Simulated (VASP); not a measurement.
# K2S (Fm-3m) in VASP: settings compared, part 2 of 2

VASP 6.6.1. Earlier steps stand in the parts before.

### 3 Single point, PBEsol

This run uses another cell than the first one, of 32.84 Å³/atom.

INCAR reads:

```
PREC = Accurate
ENCUT = 500
EDIFF = 1E-6
ISMEAR = -1
SIGMA = 0.02
LREAL = F
LASPH = T
NELM = 120
ALGO = Normal
ISIF = 2
LWAVE = F
LCHARG = T
GGA = PS
LELF = T
LVHAR = T
NBANDS = 19
GGA_COMPAT = F
```

KPOINTS reads:

```
regular mesh
0
Gamma
  6 6 6
```

POSCAR reads:

```
K2S
1.0
    0.0000000000      3.6656454199      3.6656454199
    3.6656454199      0.0000000000      3.6656454199
    3.6656454199      3.6656454199      0.0000000000
K S
2 1
Direct
    0.2500000000      0.2500000000      0.2500000000
    0.7500000000      0.7500000000      0.7500000000
    0.0000000000      0.0000000000      0.0000000000
```

Potentials or basis: VASP PAW PBE potentials, release 64 (K_sv, S).

On the command line:

```sh
$ cat potpaw_PBE.64/K_sv/POTCAR potpaw_PBE.64/S/POTCAR > POTCAR
$ mpirun -np 1 vasp_std > vasp.out
```

OUTCAR:

```text
PREC = Accurate
   ENCUT = 500
   EDIFF = 1E-6
   ISMEAR = -1
   LREAL = F
   LASPH = T
   NELM = 120
   ISIF = 2
   GGA = PS

 ion  position               nearest neighbor table
   1  0.250  0.250  0.250-   3 3.17   3 3.17   3 3.17   3 3.17   2 3.67   2 3.67   2 3.67   2 3.67
                             2 3.67   2 3.67
   2  0.750  0.750  0.750-   3 3.17   3 3.17   3 3.17   3 3.17   1 3.67   1 3.67   1 3.67   1 3.67
                             1 3.67   1 3.67
   3  0.000  0.000  0.000-   2 3.17   2 3.17   2 3.17   1 3.17   2 3.17   1 3.17   1 3.17   1 3.17

  LATTYP: Found a face centered cubic cell.
[... 537 lines left out ...]
  Direction    XX          YY          ZZ          XY          YZ          ZX
  --------------------------------------------------------------------------------------
  -------------------------------------------------------------------------------------
  Total        0.0554123      0.0554123      0.0554123      0.0000000      0.0000000     -0.0000000
  in kB        0.9012290      0.9012290      0.9012290      0.0000000      0.0000000     -0.0000000
  external PRESSURE =       0.9012290 kB  Pullay stress =       0.0000000 kB

 VOLUME and BASIS-vectors are now :
 -----------------------------------------------------------------------------
  energy-cutoff  :      500.00
  volume of cell :       98.51
      direct lattice vectors                 reciprocal lattice vectors
     0.000000000  3.665645420  3.665645420    -0.136401627  0.136401627  0.136401627
     3.665645420  0.000000000  3.665645420     0.136401627 -0.136401627  0.136401627
     3.665645420  3.665645420  0.000000000     0.136401627  0.136401627 -0.136401627

 POSITION                                       TOTAL-FORCE (eV/Angst)
 -----------------------------------------------------------------------------------
      1.83282      1.83282      1.83282         0.000000      0.000000     -0.000000
      5.49847      5.49847      5.49847        -0.000000     -0.000000      0.000000
      0.00000      0.00000      0.00000         0.000000     -0.000000      0.000000
 -----------------------------------------------------------------------------------
    total drift:                               -0.000000     -0.000000      0.000000

  FREE ENERGIE OF THE ION-ELECTRON SYSTEM (eV)
  ---------------------------------------------------
  free  energy   TOTEN  =        -9.8634421313 eV

  energy  without entropy=       -9.8634421313  energy(sigma->0) =       -9.86344213
```

OSZICAR:

```text
N       E                     dE             d eps       ncg     rms          rms(c)
DAV:   1     0.147864857331E+03    0.14786E+03   -0.10788E+04   608   0.106E+03
DAV:   2     0.124095113408E+01   -0.14662E+03   -0.14261E+03   653   0.299E+02
DAV:   3    -0.109024128556E+02   -0.12143E+02   -0.12098E+02  1104   0.656E+01
DAV:   4    -0.111846109954E+02   -0.28220E+00   -0.28204E+00   840   0.933E+00
DAV:   5    -0.111964215579E+02   -0.11811E-01   -0.11810E-01   959   0.134E+00    0.531E+00
DAV:   6    -0.993894860594E+01    0.12575E+01   -0.34116E+00   777   0.740E+00    0.492E+00
DAV:   7    -0.985730150918E+01    0.81647E-01   -0.84678E-01   824   0.310E+00    0.347E+00
DAV:   8    -0.987734206569E+01   -0.20041E-01   -0.26670E-01   696   0.209E+00    0.116E+00
DAV:   9    -0.985942514167E+01    0.17917E-01   -0.98081E-02   702   0.952E-01    0.470E-01
DAV:  10    -0.986487644607E+01   -0.54513E-02   -0.14525E-02   689   0.462E-01    0.246E-01
DAV:  11    -0.986329941817E+01    0.15770E-02   -0.78870E-03   721   0.282E-01    0.120E-01
DAV:  12    -0.986335272912E+01   -0.53311E-04   -0.15644E-03   769   0.122E-01    0.120E-01
DAV:  13    -0.986343974805E+01   -0.87019E-04   -0.38443E-04   688   0.667E-02    0.233E-02
DAV:  14    -0.986344145248E+01   -0.17044E-05   -0.23413E-05   637   0.176E-02    0.800E-03
DAV:  15    -0.986344213129E+01   -0.67881E-06   -0.27675E-06   687   0.602E-03
   1 F= -.98634421E+01 E0= -.98634421E+01  d E =-.108465E-10
```

Run time: 64 s. Hardware: 1 thread of Intel Xeon 8259CL, shared host; peak memory 0.24 GiB.

Results:

```
Free energy            : -9.8634 eV
Pressure               : 0.1 GPa
Band gap on the k mesh : 2.35 eV (least direct gap 2.58 eV)
```

Levels at points of the mesh, in eV from the valence-band top:
| k point | band 9 | band 10 | band 11 | band 12 | band 13 | band 14 | band 15 | band 16 |
| --- | --- | --- | --- | --- | --- | --- | --- | --- |
| (0.00, 0.00, 0.00) | -9.62 | -0.23 | -0.23 | -0.23 | 2.35 | 5.41 | 5.41 | 7.55 |
| (0.50, 0.00, 0.00) | -9.38 | -0.65 | -0.08 | -0.08 | 4.68 | 5.07 | 5.81 | 5.81 |
| (0.50, 0.50, 0.00) | -9.33 | -0.80 | 0.00 | 0.00 | 3.42 | 5.28 | 6.61 | 6.71 |

Caveat: the PAW data sets were made with another functional, which shifts forces and pressure a little. A k mesh can miss the band edges.

### 4 Single point, LDA

This run uses another cell than the first one, of 33.84 Å³/atom.

INCAR reads:

```
  PREC = Accurate
  ENCUT = 500
  EDIFF = 1E-6
  ISMEAR = 0
  SIGMA = 0.01
  LREAL = F
  LASPH = T
  NELM = 120
  ALGO = Normal
  ISIF = 2
  LWAVE = F
  LCHARG = F
  NBANDS = 19
  GGA_COMPAT = F
```

KPOINTS reads:

```
Automatic mesh
0
Gamma
  6 6 6
```

POSCAR reads:

```
K2S
1.0
    0.0000000000      3.7027187156      3.7027187156
    3.7027187156      0.0000000000      3.7027187156
    3.7027187156      3.7027187156      0.0000000000
K S
2 1
Direct
    0.2500000000      0.2500000000      0.2500000000
    0.7500000000      0.7500000000      0.7500000000
    0.0000000000      0.0000000000      0.0000000000
```

Potentials or basis: VASP PAW LDA potentials, release 64 (K_sv, S).

On the command line:

```sh
$ cat potpaw_LDA.64/K_sv/POTCAR potpaw_LDA.64/S/POTCAR > POTCAR
$ mpirun -np 1 vasp_std > vasp.out
```

Run time: 52 s. Hardware: 1 thread of Intel Xeon 8259CL, shared host; peak memory 0.2 GiB.

Results (log left out):

| Property | Result |
| --- | --- |
| Free energy | -10.3622 eV |
| Pressure | -1.7 GPa |
| Band gap on the k mesh | 2.11 eV (least direct gap 2.32 eV) |

Levels at points of the mesh, in eV from the valence-band top:
```tsv
k point	band 9	band 10	band 11	band 12	band 13	band 14	band 15	band 16
(0.00, 0.00, 0.00)	-9.56	-0.21	-0.21	-0.21	2.11	5.27	5.27	7.29
(0.50, 0.00, 0.00)	-9.34	-0.66	-0.07	-0.07	4.51	4.75	5.62	5.62
(0.50, 0.50, 0.00)	-9.30	-0.80	0.00	0.00	3.29	5.05	6.37	6.40
```

A k mesh can miss the band edges. LDA gaps usually lie below the measured ones, often by a third to a half.

### 5 The runs side by side

| level | potentials or basis | cell | smearing | gap on the mesh (eV) | pressure (GPa) |
| --- | --- | --- | --- | --- | --- |
| LDA | VASP PAW LDA potentials, release 64 (K_sv, S) | a = 5.086 Å, angles 60.0°, 3 atoms | fermi-dirac 0.02 eV | 2.31 | 0.1 |
| PBEsol | VASP PAW PBE potentials, release 64 (K_sv, S) | a = 5.184 Å, angles 60.0°, 3 atoms | fermi-dirac 0.02 eV | 2.35 | 0.1 |
| LDA | VASP PAW LDA potentials, release 64 (K_sv, S) | a = 5.236 Å, angles 60.0°, 3 atoms | gaussian 0.01 eV | 2.11 | -1.7 |

Alike in all rows: task single point; no spin polarisation; k mesh 6 × 6 × 6; cutoff (eV) 500.

Caveats: the PAW data sets were made with another functional, which shifts forces and pressure a little (at least some runs).

Total energies depend on the potentials used, so only differences within one code and one set of settings carry meaning.
